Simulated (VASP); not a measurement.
**Hg: single point with LDA**

The system is Hg.

```xyz
1
Lattice="1.7463 1.0082 2.1479 -1.7463 1.0082 2.1479 0.0000 -2.0165 2.1479" Properties=species:S:1:pos:R:3 pbc="T T T"
Hg   -1.7463    1.0082    2.1479
```

| Quantity | Value |
| --- | --- |
| Program | VASP 6.6.1 |
| Task | single point |
| Functional | LDA |
| Potentials or basis | VASP PAW LDA potentials, release 64 (Hg) |
| Cutoff | 520 eV |
| k mesh | 11 × 11 × 11 |
| Occupations | methfessel-paxton, width 0.01 eV |
| Spin | no spin polarisation |
| Dipole correction | no |
| Further INCAR settings | ALGO = Normal; EDIFF = 1e-06; NBANDS = 12 |

```
Pressure               : 0.9 GPa
Band gap on the k mesh : zero (bands 6 and 7 overlap by 2.76 eV)
```

Stress tensor (GPa, compression positive):
```
0.57 0.00 0.00
0.00 0.57 0.00
0.00 0.00 1.42
```

Levels at points of the mesh, in eV from the Fermi level:
| k point | band 4 | band 5 | band 6 | band 7 | band 8 | band 9 |
| --- | --- | --- | --- | --- | --- | --- |
| (0.00, 0.00, 0.00) | -6.19 | -6.08 | -6.08 | 12.17 | 12.58 | 12.58 |

Run time: 35 s on 1 thread of Intel Xeon 8259CL, on a shared host, peak memory 0.16 GiB.

Caveat: spin-orbit coupling is left out, which moves the levels of the heavy elements.
